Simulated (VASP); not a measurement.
MnO: single point with PBE

Crystal: MnO.

```
CELL_PARAMETERS angstrom
0.00000 2.20709 2.20709
2.20709 0.00000 2.20709
2.20709 2.20709 0.00000
ATOMIC_POSITIONS crystal
Mn 0.00000 0.00000 0.00000
O 0.50000 0.50000 0.50000
```

This cell differs from its parent crystal: volume scaled by 0.98.

| Property | Result |
| --- | --- |
| Program | VASP 6.6.1 |
| Task | single point |
| Functional | PBE |
| Potentials or basis | VASP PAW PBE potentials, release 64 (Mn_pv, O) |
| Cutoff | 520 eV |
| k mesh | 16 × 16 × 16 |
| Occupations | fermi-dirac, width 0.05 eV |
| Spin | collinear spin, ferromagnetic start |
| Starting moments | [4.0, 0.0] μB |

```json
{
  "Pressure": "2.2 GPa",
  "Net moment": "4.70 μB per cell",
  "Site moments": "Mn +4.28; O +0.20 μB",
  "Valence electrons inside the program's atomic spheres": "Mn 11.38; O 4.98"
}
```

Levels at points of the mesh, in eV from the Fermi level:
Spin up:
| k point | band 10 | band 11 | band 12 | band 13 | band 14 | band 15 |
| --- | --- | --- | --- | --- | --- | --- |
| (0.00, 0.00, 0.00) | -3.26 | -2.71 | -2.71 | -0.44 | 14.02 | 16.49 |
| (0.50, 0.00, 0.00) | -1.88 | 0.24 | 0.24 | 3.51 | 7.89 | 12.01 |
| (0.50, 0.50, 0.00) | -2.04 | -2.04 | -1.89 | 5.16 | 7.91 | 10.51 |
Spin down:
```tsv
k point	band 4	band 5	band 6	band 7	band 8	band 9	band 10	band 11
(0.00, 0.00, 0.00)	-20.05	-3.50	-3.50	-3.50	0.65	0.65	0.65	0.84
(0.50, 0.00, 0.00)	-19.05	-7.58	-5.03	-5.03	1.88	1.92	1.92	3.64
(0.50, 0.50, 0.00)	-19.09	-6.61	-4.49	-4.49	-0.97	1.91	2.14	2.36
```

Wall time 65 s on 1 thread of AMD EPYC 9R45 96-Core Processor (Zen 5) (shared host), peak memory 0.18 GiB.

Caveat: a cell with one magnetic atom can't hold antiferromagnetic order, which such compounds often take; semilocal functionals often make such compounds metallic where correlation or magnetic order opens a gap, which also shifts bond lengths.
